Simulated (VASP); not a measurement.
Set up this calculation in VASP 6.6.1, as the native input.

| Property | Result |
| --- | --- |
| Task | single point |
| Functional | PBE |
| Potentials or basis | VASP PAW PBE potentials, release 64 (In_d, Sb) |
| Cutoff | 520 eV |
| k mesh | 8 × 8 × 8 |
| Occupations | gaussian, width 0.15 eV |
| Spin | no spin polarisation |
| Dipole correction | no |
| Further INCAR settings | ALGO = Normal; EDIFF = 1e-06; NBANDS = 22 |

The structure of InSb3 lies in POSCAR:

```
InSb3
1.0
    4.7175854470      0.1124036941      0.1124036941
    0.1124036941      4.7175854470      0.1124036941
    0.1124036941      0.1124036941      4.7175854470
In Sb
1 3
Direct
    0.0000000000      0.0000000000      0.0000000000
    0.5000000000      0.0000000000      0.5000000000
    0.0000000000      0.5000000000      0.5000000000
    0.5000000000      0.5000000000      0.0000000000
```

These files were run (other wordings do the same):

INCAR

```
PREC = Accurate
ENCUT = 520
EDIFF = 1E-6
ISMEAR = 0
SIGMA = 0.15
LREAL = False
LASPH = True
NELM = 100
ALGO = Normal
ISIF = 2
LWAVE = False
LCHARG = False
GGA = PE
NBANDS = 22
```

KPOINTS

```
regular mesh
0
Gamma
  8 8 8
```

Potentials or basis: VASP PAW PBE potentials, release 64 (In_d, Sb).

Command:

```console
$ cat potpaw_PBE.64/In_d/POTCAR potpaw_PBE.64/Sb/POTCAR > POTCAR
$ mpirun -np 1 vasp_std > vasp.out
```

Results of the run:

The pressure is 3.9 GPa and the band gap on the k mesh is zero (bands 14 and 15 overlap by 4.38 eV).

Caveat: the cell stands under pressure; spin-orbit coupling is left out, which moves the levels of the heavy elements.

Wall time 110 s on 1 thread of Intel Xeon 8259CL, with other jobs on the host, peak memory 0.3 GiB.
